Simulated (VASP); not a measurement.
## Fe: single point with PBE

Wire: Fe, a wire with vacuum.

```
Fe
1.0
    11.00000    0.00000    0.00000
     0.00000    9.30000    0.00000
     0.00000    0.00000    2.33942
Fe
2
Direct
  0.40971 0.50000 0.00000
  0.59029 0.50000 0.50000
```

```yaml
Program: VASP 6.6.1
Task: single point
Functional: PBE
Potentials_or_basis: VASP PAW PBE potentials, release 64 (Fe)
Cutoff: 520 eV
k_mesh: 1 × 1 × 27
Occupations: gaussian, width 0.05 eV
Spin: collinear spin, ferromagnetic start
Starting_moments: "[2.44, 2.44] μB"
Dipole_correction: no
Further_INCAR_settings: ALGO = Normal; EDIFF = 1e-07; NBANDS = 19
```

The largest force is 0.337 eV/Å, the net moment is 6.08 μB per cell and the site moments are Fe +2.83 μB. The valence electrons inside the program's atomic spheres are Fe 7.05.

Forces in eV/Å, atoms in the order of the input:
```
Fe  -0.337  0.000  0.000
Fe   0.337  0.000  0.000
```

Levels at points of the mesh, in eV from the Fermi level:
Spin up:
```csv
k point,band 8,band 9,band 10,band 11,band 12,band 13,band 14,band 15
"(0.00, 0.00, 0.00)",-1.81,-1.23,-1.15,-0.95,-0.34,0.58,1.45,3.38
```
Spin down:
| k point | band 3 | band 4 | band 5 | band 6 | band 7 | band 8 |
| --- | --- | --- | --- | --- | --- | --- |
| (0.00, 0.00, 0.00) | -1.14 | -0.61 | -0.27 | 0.24 | 0.77 | 0.86 |

Run time: 110 s on 1 thread of AMD EPYC 9R45 96-Core Processor (Zen 5), on a shared host, peak memory 0.4 GiB.
